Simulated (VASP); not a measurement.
# LuTa2Ag (P4/nmm) in VASP: settings compared, part 2 of 2

VASP 6.6.1. Earlier steps stand in the parts before.

## Step 3: Single point, PBE

INCAR reads:

```
SYSTEM = LuTa2Ag
PREC     = Accurate       ! precision mode
ENCUT    = 520            ! plane-wave cutoff, eV
EDIFF    = 1E-7           ! SCF threshold, eV
ISMEAR   = -1             ! smearing method
SIGMA    = 0.1            ! smearing width, eV
LREAL    = .False.        ! projectors in reciprocal space
LASPH    = .True.         ! aspherical terms in the spheres
NELM     = 100            ! most SCF steps
ALGO     = Normal         ! electronic algorithm
ISIF     = 2              ! what is computed and relaxed
LWAVE    = .False.        ! write WAVECAR
LCHARG   = .False.        ! write CHGCAR
GGA      = PE             ! functional
NBANDS   = 68             ! bands
```

KPOINTS reads:

```
regular mesh
0
Gamma
  5 5 2
  0 0 0
```

POSCAR reads:

```
LuTa2Ag
1.0
    4.3479832648      0.0000000000      0.0000000000
    0.0000000000      4.3479832648      0.0000000000
    0.0000000000      0.0000000000      8.6705299580
Ta Ag Lu
4 2 2
Direct
    0.7500000000      0.2500000000      0.0000000000
    0.2500000000      0.7500000000      0.0000000000
    0.2500000000      0.2500000000      0.7846477838
    0.7500000000      0.7500000000      0.2153522162
    0.7500000000      0.2500000000      0.5000000000
    0.2500000000      0.7500000000      0.5000000000
    0.2500000000      0.2500000000      0.2648736225
    0.7500000000      0.7500000000      0.7351263775
```

Potentials or basis: VASP PAW PBE potentials, release 64 (Ta_pv, Ag, Lu).

Command:

```bash
$ cat potpaw_PBE.64/Ta_pv/POTCAR potpaw_PBE.64/Ag/POTCAR potpaw_PBE.64/Lu/POTCAR > POTCAR
$ mpirun -np 1 vasp_std > vasp.out
```

OUTCAR:

```text
SYSTEM = LuTa2Ag
   PREC = Accurate
   ENCUT = 520
   EDIFF = 1E-7
   ISMEAR = -1
   LREAL = .False.
   LASPH = .True.
   NELM = 100
   ISIF = 2
   GGA = PE

 ion  position               nearest neighbor table
   1  0.750  0.250  0.000-   3 2.87   4 2.87   4 2.87   3 2.87   2 3.07   2 3.07   2 3.07   2 3.07
                             7 3.16   8 3.16   7 3.16   8 3.16
   2  0.250  0.750  0.000-   3 2.87   4 2.87   3 2.87   4 2.87   1 3.07   1 3.07   1 3.07   1 3.07
                             7 3.16   8 3.16   8 3.16   7 3.16
   3  0.250  0.250  0.785-   1 2.87   2 2.87   2 2.87   1 2.87   8 3.10   8 3.10   8 3.10   8 3.10
                             6 3.29   5 3.29   6 3.29   5 3.29
   4  0.750  0.750  0.215-   1 2.87   2 2.87   1 2.87   2 2.87   7 3.10   7 3.10   7 3.10   7 3.10
                             6 3.29   6 3.29   5 3.29   5 3.29
   5  0.750  0.250  0.500-   7 2.98   8 2.98   8 2.98   7 2.98   6 3.07   6 3.07   6 3.07   6 3.07
                             3 3.29   4 3.29   4 3.29   3 3.29
   6  0.250  0.750  0.500-   7 2.98   8 2.98   7 2.98   8 2.98   5 3.07   5 3.07   5 3.07   5 3.07
                             4 3.29   3 3.29   4 3.29   3 3.29
   7  0.250  0.250  0.265-   5 2.98   6 2.98   6 2.98   5 2.98   4 3.10   4 3.10   4 3.10   4 3.10
                             1 3.16   2 3.16   2 3.16   1 3.16
   8  0.750  0.750  0.735-   5 2.98   6 2.98   5 2.98   6 2.98   3 3.10   3 3.10   3 3.10   3 3.10
                             2 3.16   1 3.16   2 3.16   1 3.16

  LATTYP: Found a simple tetragonal cell.
 ALAT       =     4.3479832648
 C/A-ratio  =     1.9941498000

  Lattice vectors:

 A1 = (   4.3479832648,   0.0000000000,   0.0000000000)
 A2 = (   0.0000000000,   4.3479832648,   0.0000000000)
 A3 = (   0.0000000000,   0.0000000000,   8.6705299580)

Analysis of symmetry for initial positions (statically):
=====================================================================
 Subroutine PRICEL returns:
 Original cell was already a primitive cell.

 Routine SETGRP: Setting up the symmetry group for a
 simple tetragonal supercell.

 Subroutine GETGRP returns: Found 16 space group operations
 (whereof  4 operations were pure point group operations)
 out of a pool of 16 trial point group operations.

The static configuration has the point symmetry C_2h.
[... 142 lines left out ...]
   IVDW    =     0    specifies the selected vdW correction
   LEPSILON=     F    determine dielectric tensor
   LRPA    =     F    only Hartree local field effects (RPA)
 non-spin polarized calculation
  energy-cutoff  :      520.00
  volume of cell :      163.92
 maximum number of plane-waves:      4434
   NGX = 17   NGY = 17   NGZ = 33

 number of electron     116.0000056 magnetization

 Free energy of the ion-electron system (eV)
  ---------------------------------------------------
  ext. energy  EPLUGINS =         0.00000000
  ---------------------------------------------------
  free energy    TOTEN  =       -60.77139855 eV

  energy without entropy =      -60.57096232  energy(sigma->0) =      -60.67118043

 E-fermi :   5.0900     XC(G=0): -11.8925

 val. band max:        5.0748011283   @ k =   0.4000   0.0000   0.0000
 cond. band min:       5.0945421799   @ k =   0.4000   0.2000   0.0000
 fundamental gap:      0.0197410516
 Fermi energy:         5.0900034570

 k-point     1 :       0.0000    0.0000    0.0000
  band No.  band energies     occupation
      1     -50.6225      2.00000
      2     -50.6224      2.00000
      3     -29.3898      2.00000
      4     -29.3898      2.00000
      5     -29.3250      2.00000
      6     -29.1448      2.00000
[... 841 lines left out ...]
     67       6.4317      0.00000
     68       6.6066      0.00000

------------------------ aborting loop because EDIFF is reached ----------------------------------------

  FORCE on cell =-STRESS in cart. coord.  units (eV):
  Direction    XX          YY          ZZ          XY          YZ          ZX
  --------------------------------------------------------------------------------------
  -------------------------------------------------------------------------------------
  Total        0.1515161      0.1515161      0.1477384      0.0000000      0.0000000      0.0000000
  in kB        1.4809762      1.4809762      1.4440511      0.0000000      0.0000000      0.0000000
  external PRESSURE =       1.4686679 kB  Pullay stress =       0.0000000 kB

 VOLUME and BASIS-vectors are now :
 -----------------------------------------------------------------------------
  energy-cutoff  :      520.00
  volume of cell :      163.92
      direct lattice vectors                 reciprocal lattice vectors
     4.347983265  0.000000000  0.000000000     0.229991686  0.000000000  0.000000000
     0.000000000  4.347983265  0.000000000     0.000000000  0.229991686  0.000000000
     0.000000000  0.000000000  8.670529958     0.000000000  0.000000000  0.115333204

 POSITION                                       TOTAL-FORCE (eV/Angst)
 -----------------------------------------------------------------------------------
      3.26099      1.08700      0.00000         0.000000     -0.000000      0.000000
      1.08700      3.26099      0.00000        -0.000000      0.000000      0.000000
      1.08700      1.08700      6.80331         0.000000     -0.000000      0.020148
      3.26099      3.26099      1.86722         0.000000     -0.000000     -0.020148
      3.26099      1.08700      4.33526         0.000000     -0.000000      0.000000
      1.08700      3.26099      4.33526        -0.000000      0.000000      0.000000
      1.08700      1.08700      2.29659         0.000000      0.000000      0.004009
      3.26099      3.26099      6.37394        -0.000000     -0.000000     -0.004009
 -----------------------------------------------------------------------------------
    total drift:                                0.000000     -0.000000     -0.000000

  FREE ENERGIE OF THE ION-ELECTRON SYSTEM (eV)
  ---------------------------------------------------
  free  energy   TOTEN  =       -60.7713985488 eV

  energy  without entropy=      -60.5709623198  energy(sigma->0) =      -60.67118043
```

OSZICAR:

```text
N       E                     dE             d eps       ncg     rms          rms(c)
DAV:   1     0.121561362058E+04    0.12156E+04   -0.51181E+04  2596   0.477E+03
DAV:   2     0.122370759558E+03   -0.10932E+04   -0.10563E+04  2104   0.964E+02
DAV:   3    -0.443473638941E+02   -0.16672E+03   -0.15808E+03  1840   0.210E+02
DAV:   4    -0.642603056908E+02   -0.19913E+02   -0.19199E+02  2540   0.586E+01
DAV:   5    -0.656493968267E+02   -0.13891E+01   -0.13772E+01  2728   0.124E+01    0.255E+01
DAV:   6    -0.623017770048E+02    0.33476E+01   -0.34957E+01  2512   0.415E+01    0.138E+01
DAV:   7    -0.611492419932E+02    0.11525E+01   -0.86633E+00  2252   0.160E+01    0.743E+00
DAV:   8    -0.608676289935E+02    0.28161E+00   -0.31748E+00  2592   0.179E+01    0.236E+00
DAV:   9    -0.607799105486E+02    0.87718E-01   -0.70285E-01  2300   0.760E+00    0.878E-01
DAV:  10    -0.607705084622E+02    0.94021E-02   -0.78435E-02  2464   0.490E+00    0.421E-01
DAV:  11    -0.607712143504E+02   -0.70589E-03   -0.30879E-02  2348   0.191E+00    0.214E-01
DAV:  12    -0.607712792424E+02   -0.64892E-04   -0.76880E-03  2384   0.145E+00    0.862E-02
DAV:  13    -0.607713901963E+02   -0.11095E-03   -0.15798E-03  2348   0.532E-01    0.492E-02
DAV:  14    -0.607713957019E+02   -0.55055E-05   -0.42505E-04  2132   0.137E-01    0.158E-02
DAV:  15    -0.607714002078E+02   -0.45059E-05   -0.47868E-05  2516   0.769E-02    0.916E-03
DAV:  16    -0.607713986019E+02    0.16059E-05   -0.11737E-05  2364   0.527E-02    0.220E-03
DAV:  17    -0.607713985806E+02    0.21311E-07   -0.21150E-06  1820   0.940E-03    0.833E-04
DAV:  18    -0.607713985488E+02    0.31738E-07   -0.19430E-07  1208   0.284E-03
   1 F= -.60771399E+02 E0= -.60671180E+02  d E =-.200436E+00
```

stdout:

```text
POSCAR found type information on POSCAR TaAgLu
 POSCAR found :  3 types and       8 ions
 scaLAPACK will be used
 LDA part: xc-table for (Slater+PW92), standard interpolation
 POSCAR, INCAR and KPOINTS ok, starting setup
 FFT: planning ... GRIDC
 FFT: planning ... GRID_SOFT
 FFT: planning ... GRID
 WAVECAR not read
 entering main loop
```

Run time: 3.2 min. Hardware: 1 thread of Intel Xeon Platinum 8488C (Sapphire Rapids), shared host; peak memory 0.31 GiB.

What came out:

* Free energy: -60.7714 eV
* Pressure: 0.1 GPa
* Largest force: 0.020 eV/Å
* Band gap on the k mesh: zero (bands 58 and 59 overlap by 0.89 eV)

Forces in eV/Å, atoms in the order of the input:
```
Ta   0.000  0.000  0.000
Ta   0.000  0.000  0.000
Ta   0.000  0.000  0.020
Ta   0.000  0.000 -0.020
Ag   0.000  0.000  0.000
Ag   0.000  0.000  0.000
Lu   0.000  0.000  0.004
Lu   0.000  0.000 -0.004
```

Levels at points of the mesh, in eV from the Fermi level:
```csv
k point,band 54,band 55,band 56,band 57,band 58,band 59,band 60,band 61,band 62,band 63
"(0.00, 0.00, 0.00)",-2.01,-0.74,-0.74,-0.73,0.82,1.22,1.27,1.27,2.40,2.40
"(0.00, 0.00, 0.50)",-1.53,-0.62,-0.04,-0.04,0.16,0.72,0.96,0.96,1.49,1.49
```

Caveat: the k points lie up to 0.36 Å⁻¹ apart, too coarse for converged energies and pressures of a metal; spin-orbit coupling is left out, which moves the levels of the heavy elements.

## Step 4: Single point, PBE

INCAR reads:

```
SYSTEM = LuTa2Ag
PREC     = Accurate       ! precision mode
ENCUT    = 520            ! plane-wave cutoff, eV
EDIFF    = 1E-6           ! SCF threshold, eV
ISMEAR   = -1             ! smearing method
SIGMA    = 0.1            ! smearing width, eV
LREAL    = .FALSE.        ! projectors in reciprocal space
LASPH    = .TRUE.         ! aspherical terms in the spheres
NELM     = 80             ! most SCF steps
ALGO     = Normal         ! electronic algorithm
ISIF     = 2              ! what is computed and relaxed
LWAVE    = .FALSE.        ! write WAVECAR
LCHARG   = .FALSE.        ! write CHGCAR
GGA      = PE             ! functional
NBANDS   = 68             ! bands
```

KPOINTS reads:

```
regular mesh
0
G
  5 5 2
  0 0 0
```

POSCAR reads:

```
LuTa2Ag
1.0
    4.3479834555      0.0000000000      0.0000000000
    0.0000000000      4.3479834555      0.0000000000
    0.0000000000      0.0000000000      8.6704995680
Ta Ag Lu
4 2 2
Direct
    0.7500000000      0.2500000000      0.0000000000
    0.2500000000      0.7500000000      0.0000000000
    0.2500000000      0.2500000000      0.7846470889
    0.7500000000      0.7500000000      0.2153529111
    0.7500000000      0.2500000000      0.5000000000
    0.2500000000      0.7500000000      0.5000000000
    0.2500000000      0.2500000000      0.2648735266
    0.7500000000      0.7500000000      0.7351264734
```

Command:

```bash
$ cat potpaw_PBE.64/Ta_pv/POTCAR potpaw_PBE.64/Ag/POTCAR potpaw_PBE.64/Lu/POTCAR > POTCAR
$ mpirun -np 1 vasp_std > vasp.out
```

Wall time 3.5 min (1 thread of Intel Xeon Platinum 8488C (Sapphire Rapids), shared host); peak memory 0.31 GiB.

The run converged. Its results:

* Free energy: -60.7714 eV
* Pressure: 0.1 GPa
* Largest force: 0.020 eV/Å
* Band gap on the k mesh: zero (bands 58 and 59 overlap by 0.89 eV)

Forces on the atoms (eV/Å):
```
Ta   0.000  0.000  0.000
Ta   0.000  0.000  0.000
Ta   0.000  0.000  0.020
Ta   0.000  0.000 -0.020
Ag   0.000  0.000  0.000
Ag   0.000  0.000  0.000
Lu   0.000  0.000  0.004
Lu   0.000  0.000 -0.004
```

Levels at points of the mesh, in eV from the Fermi level:
```
           k point  band 55  band 56  band 57  band 58  band 59  band 60  band 61  band 62
(0.00, 0.00, 0.00)    -0.74    -0.74    -0.73     0.82     1.22     1.27     1.27     2.40
(0.00, 0.00, 0.50)    -0.62    -0.04    -0.04     0.16     0.72     0.96     0.96     1.49
```

Caveat: the k points lie up to 0.36 Å⁻¹ apart, too coarse for converged energies and pressures of a metal; spin-orbit coupling is left out, which moves the levels of the heavy elements.

## Step 5: Single point, revPBE+U

This run uses another cell than the first one, of 21.21 Å³/atom.

INCAR reads:

```
SYSTEM = LuTa2Ag
PREC = Accurate
ENCUT = 520
EDIFF = 1E-7
ISMEAR = -1
SIGMA = 0.1
LREAL = .FALSE.
LASPH = .TRUE.
NELM = 150
ALGO = Normal
ISIF = 2
LWAVE = .FALSE.
LCHARG = .TRUE.
LMAXMIX = 4
LDAU = .TRUE.
LDAUTYPE = 2
LDAUL = -1 2 -1
LDAUU = 0 3 0
LDAUJ = 0 0 0
LDAUPRINT = 1
GGA = RE
LELF = .TRUE.
LVHAR = .TRUE.
NBANDS = 68
```

KPOINTS is that of step 4.

POSCAR reads:

```
LuTa2Ag
1.0
    4.3610387240      0.0000000000      0.0000000000
    0.0000000000      4.3610387240      0.0000000000
    0.0000000000      0.0000000000      8.9216281699
Ta Ag Lu
4 2 2
Direct
    0.7500000000      0.2500000000      0.0000000000
    0.2500000000      0.7500000000      0.0000000000
    0.2500000000      0.2500000000      0.7909437180
    0.7500000000      0.7500000000      0.2090562820
    0.7500000000      0.2500000000      0.5000000000
    0.2500000000      0.7500000000      0.5000000000
    0.2500000000      0.2500000000      0.2610286905
    0.7500000000      0.7500000000      0.7389713095
```

Command:

```bash
$ cat potpaw_PBE.64/Ta_pv/POTCAR potpaw_PBE.64/Ag/POTCAR potpaw_PBE.64/Lu/POTCAR > POTCAR
$ mpirun -np 1 vasp_std > vasp.out
```

Run time: 4.3 min. Hardware: 1 thread of Intel Xeon Platinum 8488C (Sapphire Rapids), shared host; peak memory 0.33 GiB.

Results (log left out):

```yaml
Free_energy: -55.4909 eV
Pressure: -0.4 GPa
Largest_force: 0.146 eV/Å
Band_gap_on_the_k_mesh: zero (bands 58 and 59 overlap by 0.89 eV)
```

Forces on the atoms (eV/Å):
```
Ta   0.000  0.000  0.000
Ta   0.000  0.000  0.000
Ta   0.000  0.000  0.012
Ta   0.000  0.000 -0.012
Ag   0.000  0.000  0.000
Ag   0.000  0.000  0.000
Lu   0.000  0.000  0.146
Lu   0.000  0.000 -0.146
```

Stress tensor (GPa, compression positive):
```
-0.33  0.00  0.00
 0.00 -0.33  0.00
 0.00  0.00 -0.67
```

Levels at points of the mesh, in eV from the Fermi level:
| k point | band 56 | band 57 | band 58 | band 59 | band 60 | band 61 |
| --- | --- | --- | --- | --- | --- | --- |
| (0.00, 0.00, 0.00) | -0.59 | -0.59 | 0.81 | 0.99 | 1.31 | 1.31 |
| (0.00, 0.00, 0.50) | -0.09 | -0.09 | -0.03 | 0.76 | 1.20 | 1.20 |

Eigenvalues of the final occupation matrices:
| site | spin | trace | eigenvalues |
| --- | --- | --- | --- |
| site 5 d | 1 | 4.63 | 0.92 0.92 0.93 0.93 0.93 |
| site 5 d | 2 | 4.63 | 0.92 0.92 0.93 0.93 0.93 |
| site 6 d | 1 | 4.63 | 0.92 0.92 0.93 0.93 0.93 |
| site 6 d | 2 | 4.63 | 0.92 0.92 0.93 0.93 0.93 |

Caveat: the PAW data sets were made with another functional, which shifts forces and pressure a little; spin-orbit coupling is left out, which moves the levels of the heavy elements; U without spin polarisation on a metal has little footing; the U is typed as a test and isn't derived for this compound.

## Step 6: Overview

| level | U | cell | gap on the mesh (eV) | pressure (GPa) | largest force (eV/Å) |
| --- | --- | --- | --- | --- | --- |
| PBE | - | a = 4.348, b = 4.348, c = 8.671 Å, 8 atoms, atomic positions A | none | 0.1 | 0.02 |
| PBE | - | a = 4.348, b = 4.348, c = 8.670 Å, 8 atoms, atomic positions A | none | 0.1 | 0.02 |
| revPBE+U | Ag d U = 3.0 eV | a = 4.361, b = 4.361, c = 8.922 Å, 8 atoms, atomic positions B | none | -0.4 | 0.15 |

Alike in all rows: task single point; potentials or basis VASP PAW PBE potentials, release 64 (Ta_pv, Ag, Lu); no spin polarisation; k mesh 5 × 5 × 2; cutoff (eV) 520; smearing fermi-dirac 0.1 eV.

Caveats: some runs use coarse meshes; spin-orbit coupling is left out, which moves the levels of the heavy elements; the PAW data sets were made with another functional, which shifts forces and pressure a little (at least some runs); U without spin polarisation on a metal has little footing (at least some runs); the U is typed as a test and isn't derived for this compound (at least some runs).

Total energies depend on the potentials used, so only differences within one code and one set of settings carry meaning.
